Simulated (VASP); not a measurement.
The system is Ge.

```xyz
1
Lattice="2.8383 0.0000 0.0000 -1.4191 2.4580 0.0000 0.0000 0.0000 2.8277" Properties=species:S:1:pos:R:3 pbc="T T T"
Ge    0.0000    0.0000    1.4139
```

The cell was generated, and may not be a known phase.

```yaml
Program: VASP 6.6.1
Task: relaxation of cell and atoms
Functional: PBE
Potentials_or_basis: VASP PAW PBE potentials, release 64 (Ge_d)
Cutoff: 600 eV
k_mesh: 24 × 24 × 20
Occupations: gaussian, width 0.1 eV
Spin: no spin polarisation
```

At the start: pressure -0.6 GPa; volume 19.73 Å³/atom.

Where does the relaxation end?

Over 5 steps the energy falls by 29.9 meV/atom and the volume is 19.35 Å³/atom (-1.9 %); space group P6/mmm (No. 191, to 0.1 Å) before and after.

Step by step:
```csv
step,energy change (eV),largest force (eV/Å),pressure (GPa),volume (Å³)
1,0.0000,0.0000,-0.60,19.73
2,-0.0296,0.0000,-0.37,19.49
3,-0.0296,0.0000,-0.56,19.49
4,-0.0298,0.0000,0.14,19.30
5,-0.0299,0.0000,0.00,19.35
```

Final structure:
```
CELL_PARAMETERS angstrom
2.87995 0.00000 0.00000
-1.43998 2.49411 0.00000
0.00000 0.00000 2.69398
ATOMIC_POSITIONS crystal
Ge 0.00000 0.00000 0.50000
```
